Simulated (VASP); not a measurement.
# Zn2SnO3 (P6/mmm) in VASP: single point with PBE

Aim: the single point of Zn2SnO3 with PBE.

Program: VASP 6.6.1. These are calculated values, not measurements. Logs are shortened: lines on timing, memory, paths and dates and some standing lists are left out, and cuts for length are marked.

## 1. The cell of the first run

The structure is hexagonal, space group P6/mmm (No. 191). The conventional cell has a = 3.744 Å, b = 3.744 Å, c = 8.556 Å, α = 90.00°, β = 90.00°, γ = 120.00°. Within 2.9 Å of Zn (site symmetry -6m2) lie 3 O at 2.16 Å and 3 Zn at 2.16 Å. Within 2.5 Å of Sn (site symmetry 6/mmm) lie 2 O at 1.87 Å. O (site symmetry 6/mmm) has 6 Zn at 2.16 Å and 2 O at 2.40 Å within 2.9 Å. Within 2.5 Å of O (site symmetry 6mm) lie 1 Sn at 1.87 Å and 1 O at 2.40 Å.

The cell was generated, and may not be a known phase.

## 2. Single point, PBE

The input, INCAR:

```
SYSTEM = Zn2SnO3
ALGO = Normal
EDIFF = 1E-6
ENCUT = 1340
GGA = PE
GGA_COMPAT = .False.
ISIF = 2
ISMEAR = 0
LASPH = .True.
LCHARG = .False.
LREAL = .False.
LWAVE = .False.
NBANDS = 37
NELM = 120
PREC = Accurate
SIGMA = 0.1
```

The input, KPOINTS:

```
k-points
0
Gamma
  6 6 2
  0 0 0
```

The input, POSCAR:

```
Zn2SnO3
1.0
    3.7444783200      0.0000000000      0.0000000000
   -1.8722391600      3.2428133500      0.0000000000
    0.0000000000      0.0000000000      8.5564857900
Zn Sn O
2 1 3
Direct
    0.3333333300      0.6666666700      0.0000000000
    0.6666666700      0.3333333300      0.0000000000
    0.0000000000      0.0000000000      0.5000000000
    0.0000000000      0.0000000000      0.0000000000
    0.0000000000      0.0000000000      0.2808967200
    0.0000000000      0.0000000000      0.7191032800
```

Potentials or basis: VASP PAW PBE potentials, release 64 (Zn, Sn_d, O_h).

Run with:

```console
cat potpaw_PBE.64/Zn/POTCAR potpaw_PBE.64/Sn_d/POTCAR potpaw_PBE.64/O_h/POTCAR > POTCAR
mpirun -np 1 vasp_std > vasp.out
```

OUTCAR:

```text
SYSTEM = Zn2SnO3
   EDIFF = 1E-6
   ENCUT = 1340
   GGA = PE
   ISIF = 2
   ISMEAR = 0
   LASPH = .True.
   LREAL = .False.
   NELM = 120
   PREC = Accurate

 ion  position               nearest neighbor table
   1  0.333  0.667  0.000-   4 2.16   2 2.16   2 2.16   4 2.16   4 2.16   2 2.16
   2  0.667  0.333  0.000-   1 2.16   4 2.16   1 2.16   4 2.16   4 2.16   1 2.16
   3  0.000  0.000  0.500-   5 1.87   6 1.87
   4  0.000  0.000  0.000-   1 2.16   2 2.16   2 2.16   1 2.16   2 2.16   1 2.16
   5  0.000  0.000  0.281-   3 1.87
   6  0.000  0.000  0.719-   3 1.87

  LATTYP: Found a hexagonal cell.
 ALAT       =     3.7444783200
 C/A-ratio  =     2.2850942264

  Lattice vectors:

 A1 = (   3.7444783200,   0.0000000000,   0.0000000000)
 A2 = (  -1.8722391600,   3.2428133500,   0.0000000000)
 A3 = (   0.0000000000,   0.0000000000,   8.5564857900)

Analysis of symmetry for initial positions (statically):
=====================================================================
 Subroutine PRICEL returns:
 Original cell was already a primitive cell.

 Routine SETGRP: Setting up the symmetry group for a
 hexagonal supercell.

 Subroutine GETGRP returns: Found 24 space group operations
 (whereof 24 operations were pure point group operations)
 out of a pool of 24 trial point group operations.

The static configuration has the point symmetry D_6h.

Analysis of symmetry for dynamics (positions and initial velocities):
=====================================================================
 Subroutine PRICEL returns:
 Original cell was already a primitive cell.

 Routine SETGRP: Setting up the symmetry group for a
 hexagonal supercell.

 Subroutine GETGRP returns: Found 24 space group operations
 (whereof 24 operations were pure point group operations)
 out of a pool of 24 trial point group operations.

The dynamic configuration has the point symmetry D_6h.

 Subroutine INISYM returns: Found 24 space group operations
 (whereof 24 operations are pure point group operations),
 and found     1 'primitive' translations

----------------------------------------------------------------------------------------

                                     Primitive cell

  volume of cell :     103.8984

  direct lattice vectors                    reciprocal lattice vectors
     3.744478320  0.000000000  0.000000000     0.267059898  0.154187104  0.000000000
    -1.872239160  3.242813350  0.000000000     0.000000000  0.308374208  0.000000000
     0.000000000  0.000000000  8.556485790     0.000000000  0.000000000  0.116870410

  length of vectors
     3.744478320  3.744478321  8.556485790     0.308374209  0.308374208  0.116870410

  position of ions in fractional coordinates (direct lattice)
     0.333333330  0.666666670  0.000000000
     0.666666670  0.333333330  0.000000000
     0.000000000  0.000000000  0.500000000
     0.000000000  0.000000000  0.000000000
     0.000000000  0.000000000  0.280896720
     0.000000000  0.000000000  0.719103280

  ion indices of the primitive-cell ions
   primitive index   ion index
                 1           1
                 2           2
                 3           3
                 4           4
                 5           5
                 6           6

----------------------------------------------------------------------------------------

 KPOINTS: k-points

Automatic generation of k-mesh.
 Grid dimensions read from file:
 generate k-points for:    6    6    2

 Generating k-lattice:

  Cartesian coordinates                     Fractional coordinates (reciprocal lattice)
     0.044509983  0.025697851  0.000000000     0.166666667  0.000000000  0.000000000
     0.000000000  0.051395701  0.000000000     0.000000000  0.166666667  0.000000000
     0.000000000  0.000000000  0.058435205     0.000000000  0.000000000  0.500000000

  Length of vectors
     0.051395701  0.051395701  0.058435205

  Shift w.r.t. Gamma in fractional coordinates (k-lattice)
     0.000000000  0.000000000  0.000000000

 Subroutine IBZKPT returns following result:
 ===========================================

 Found     14 irreducible k-points:

 Following reciprocal coordinates:
            Coordinates               Weight
  0.000000  0.000000  0.000000      1.000000
  0.166667 -0.000000  0.000000      6.000000
  0.333333 -0.000000  0.000000      6.000000
  0.500000 -0.000000  0.000000      3.000000
  0.166667  0.166667  0.000000      6.000000
  0.333333  0.166667  0.000000     12.000000
  0.333333  0.333333  0.000000      2.000000
  0.000000  0.000000  0.500000      1.000000
  0.166667 -0.000000  0.500000      6.000000
  0.333333 -0.000000  0.500000      6.000000
  0.500000 -0.000000  0.500000      3.000000
  0.166667  0.166667  0.500000      6.000000
  0.333333  0.166667  0.500000     12.000000
  0.333333  0.333333  0.500000      2.000000
   k-points           NKPTS =     14   k-points in BZ     NKDIM =     14   number of bands    NBANDS=     37
   number of dos      NEDOS =    301   number of ions     NIONS =      6
   total plane-waves  NPLWV = 248832
   dimension x,y,z NGX =    48 NGY =   48 NGZ =  108
   dimension x,y,z NGXF=    96 NGYF=   96 NGZF=  216
   ions per type =               2   1   3
   NGX,Y,Z   is equivalent  to a cutoff of  21.31, 21.31, 20.98 a.u.
   NGXF,Y,Z  is equivalent  to a cutoff of  42.62, 42.62, 41.97 a.u.
 SYSTEM =  Zn2SnO3
   PREC   = accura    normal or accurate (medium, high low for compatibility)
   ISTART =      0    job   : 0-new  1-cont  2-samecut
   ICHARG =      2    charge: 1-file 2-atom 10-const
   ISPIN  =      1    spin polarized calculation?
   LNONCOLLINEAR =      F non collinear calculations
   LSORBIT =      F    spin-orbit coupling
   LASPH  =      T    aspherical Exc in radial PAW
   ENCUT  = 1340.0 eV  98.49 Ry    9.92 a.u.  11.18 11.18 25.54*2*pi/ulx,y,z
   NELM   =    120;   NELMIN=  2; NELMDL= -5     # of ELM steps
   EDIFF  = 0.1E-05   stopping-criterion for ELM
   LREAL  =      F    real-space projection
   EDIFFG = 0.1E-04   stopping-criterion for IOM
   NSW    =      0    number of steps for IOM
   IBRION =     -1    ionic relax: 0-MD 1-quasi-New 2-CG
   NFREE  =      0    steps in history (QN), initial steepest desc. (CG)
   ISIF   =      2    stress and relaxation
   ISYM   =      2    0-nonsym 1-usesym 2-fastsym
   POTIM  = 0.5000    time-step for ionic-motion
   TEBEG  =    0.0;   TEEND  =   0.0 temperature during run
   PSTRESS=    0.0 pullay stress
   NELECT =      56.0000    total number of electrons
   NUPDOWN=      -1.0000    fix difference up-down
   EMIN   =  10.00;   EMAX   =-10.00  energy-range for DOS
   EFERMI =   0.00;   METHOD = LEGACY
   ISMEAR =     0;   SIGMA  =   0.10  broadening in eV -4-tet -1-fermi 0-gaus
   EFERMI_NEDOS =   21; number of points for ismear=-14 and -15
   IALGO  =     38    algorithm
   IMIX   =      4    mixing-type and parameters
     AMIX     =   0.40;   BMIX     =  1.00
     AMIX_MAG =   1.60;   BMIX_MAG =  1.00
  volume/ion in A,a.u.               =      17.32       116.86
  Fermi-wavevector in a.u.,A,eV,Ry     =   1.332298  2.517678 24.150574  1.775017
  Thomas-Fermi vector in A             =   2.461243
   LORBIT       =      0    0 simple, 1 ext, 2 COOP (PROOUT), +10 PAW based schemes
   GGA     = PE    functional components
   LHFCALC =     F    Hartree Fock is set to
   AEXX    =    0.0000 exact exchange contribution
   IVDW    =     0    specifies the selected vdW correction
   LEPSILON=     F    determine dielectric tensor
   LRPA    =     F    only Hartree local field effects (RPA)
 non-spin polarized calculation
 Gauss-broadening in eV      SIGMA  =   0.10
  energy-cutoff  :     1340.00
  volume of cell :      103.90
 maximum number of plane-waves:     11610
 NGX is ok and might be reduce to    48
   NGX = 23   NGY = 23   NGZ = 51

 number of electron      56.0000003 magnetization

 Free energy of the ion-electron system (eV)
  ---------------------------------------------------
  ext. energy  EPLUGINS =         0.00000000
  ---------------------------------------------------
  free energy    TOTEN  =       -19.82286989 eV

  energy without entropy =      -19.79767927  energy(sigma->0) =      -19.81027458

 E-fermi :   2.6778     XC(G=0):  -9.4034

 val. band max:        2.6528343083   @ k =   0.3333  -0.0000   0.0000
 cond. band min:       2.7413573928   @ k =   0.5000  -0.0000   0.0000
 fundamental gap:      0.0885230845
 Fermi energy:         2.6778249238

 k-point     1 :       0.0000    0.0000    0.0000
  band No.  band energies     occupation
      1     -19.8236      2.00000
      2     -19.2302      2.00000
      3     -19.2302      2.00000
      4     -18.8775      2.00000
      5     -18.8775      2.00000
      6     -16.9860      2.00000
[... 29 lines left out ...]
     36      10.4318      0.00000
     37      11.5831      0.00000

 k-point     2 :       0.1667   -0.0000    0.0000
  band No.  band energies     occupation
      1     -19.8192      2.00000
      2     -19.2311      2.00000
      3     -19.2180      2.00000
      4     -18.8828      2.00000
      5     -18.8788      2.00000
      6     -16.9013      2.00000
[... 29 lines left out ...]
     36      10.7349      0.00000
     37      11.3784      0.00000

 k-point     3 :       0.3333   -0.0000    0.0000
  band No.  band energies     occupation
      1     -19.8104      2.00000
      2     -19.2329      2.00000
      3     -19.1935      2.00000
      4     -18.8935      2.00000
      5     -18.8815      2.00000
      6     -16.7315      2.00000
[... 29 lines left out ...]
     36      10.0262      0.00000
     37      10.3225      0.00000

 k-point     4 :       0.5000   -0.0000    0.0000
  band No.  band energies     occupation
      1     -19.8061      2.00000
      2     -19.2339      2.00000
      3     -19.1813      2.00000
      4     -18.8988      2.00000
      5     -18.8828      2.00000
      6     -16.6466      2.00000
[... 29 lines left out ...]
     36       9.7194      0.00000
     37      11.4687      0.00000
[... 283 lines left out ...]
      1     -19.8112      2.00000
      2     -19.2292      2.00000
      3     -19.2030      2.00000
      4     -18.8899      2.00000
      5     -18.8818      2.00000
      6     -16.7942      2.00000
[... 29 lines left out ...]
     36      10.1600      0.00000
     37      12.3787      0.00000

 k-point    13 :       0.3333    0.1667    0.5000
  band No.  band energies     occupation
      1     -19.8048      2.00000
      2     -19.2250      2.00000
      3     -19.1903      2.00000
      4     -18.8961      2.00000
      5     -18.8855      2.00000
      6     -16.6708      2.00000
[... 29 lines left out ...]
     36      10.3276      0.00000
     37      12.0904      0.00000

 k-point    14 :       0.3333    0.3333    0.5000
  band No.  band energies     occupation
      1     -19.8025      2.00000
      2     -19.2049      2.00000
      3     -19.2049      2.00000
      4     -18.8925      2.00000
      5     -18.8925      2.00000
      6     -16.6344      2.00000
[... 29 lines left out ...]
     36      11.7316      0.00000
     37      11.7316      0.00000

------------------------ aborting loop because EDIFF is reached ----------------------------------------

  FORCE on cell =-STRESS in cart. coord.  units (eV):
  Direction    XX          YY          ZZ          XY          YZ          ZX
  --------------------------------------------------------------------------------------
  -------------------------------------------------------------------------------------
  Total       10.0488446     10.0488446      3.5928132      0.0000000      0.0000000      0.0000000
  in kB      154.9594289    154.9594290     55.4034121      0.0000000      0.0000000      0.0000000
  external PRESSURE =     121.7740900 kB  Pullay stress =       0.0000000 kB

 VOLUME and BASIS-vectors are now :
 -----------------------------------------------------------------------------
  energy-cutoff  :     1340.00
  volume of cell :      103.90
      direct lattice vectors                 reciprocal lattice vectors
     3.744478320  0.000000000  0.000000000     0.267059898  0.154187104  0.000000000
    -1.872239160  3.242813350  0.000000000     0.000000000  0.308374208  0.000000000
     0.000000000  0.000000000  8.556485790     0.000000000  0.000000000  0.116870410

 POSITION                                       TOTAL-FORCE (eV/Angst)
 -----------------------------------------------------------------------------------
     -0.00000      2.16188      0.00000         0.000000      0.000000      0.000000
      1.87224      1.08094      0.00000        -0.000000     -0.000000      0.000000
      0.00000      0.00000      4.27824        -0.000000      0.000000      0.000000
      0.00000      0.00000      0.00000        -0.000000      0.000000      0.000000
      0.00000      0.00000      2.40349        -0.000000     -0.000000     -0.075164
      0.00000      0.00000      6.15300        -0.000000     -0.000000      0.075164
 -----------------------------------------------------------------------------------
    total drift:                               -0.000000      0.000000     -0.000000

  FREE ENERGIE OF THE ION-ELECTRON SYSTEM (eV)
  ---------------------------------------------------
  free  energy   TOTEN  =       -19.8228698863 eV

  energy  without entropy=      -19.7976792709  energy(sigma->0) =      -19.81027458
```

Wall time 7.5 min (1 thread of Intel Xeon Platinum 8259CL at 2.50GHz (Skylake/Cascade Lake), shared host); peak memory 0.65 GiB.

What came out:

```
Free energy            : -19.8229 eV
Pressure               : 12.2 GPa
Largest force          : 0.075 eV/Å
Band gap on the k mesh : zero (bands 28 and 29 overlap by 1.11 eV)
```

Forces in eV/Å, atoms in the order of the input:
```
Zn   0.000  0.000  0.000
Zn   0.000  0.000  0.000
Sn   0.000  0.000  0.000
O    0.000  0.000  0.000
O    0.000  0.000 -0.075
O    0.000  0.000  0.075
```

Stress tensor (GPa, compression positive):
```
15.50  0.00  0.00
 0.00 15.50  0.00
 0.00  0.00  5.54
```

Levels at points of the mesh, in eV from the Fermi level:
| k point | band 25 | band 26 | band 27 | band 28 | band 29 | band 30 | band 31 | band 32 |
| --- | --- | --- | --- | --- | --- | --- | --- | --- |
| (0.00, 0.00, 0.00) | -2.10 | -2.10 | -1.63 | -1.63 | -0.31 | 2.16 | 4.32 | 4.32 |
| (0.50, 0.00, 0.00) | -2.40 | -1.89 | -1.80 | -0.82 | 0.06 | 1.18 | 1.93 | 3.41 |
| (0.00, 0.00, 0.50) | -2.16 | -2.16 | -1.58 | -1.58 | 0.08 | 2.72 | 4.32 | 4.32 |
| (0.50, 0.00, 0.50) | -2.44 | -2.42 | -1.76 | -0.68 | -0.11 | 1.39 | 1.90 | 3.43 |

Caveat: the k points lie up to 0.37 Å⁻¹ apart, too coarse for converged energies and pressures of a metal; spin-orbit coupling is left out, which moves the levels of the heavy elements.

The gap in the log of VASP goes by the Fermi energy; the results here count the filled bands.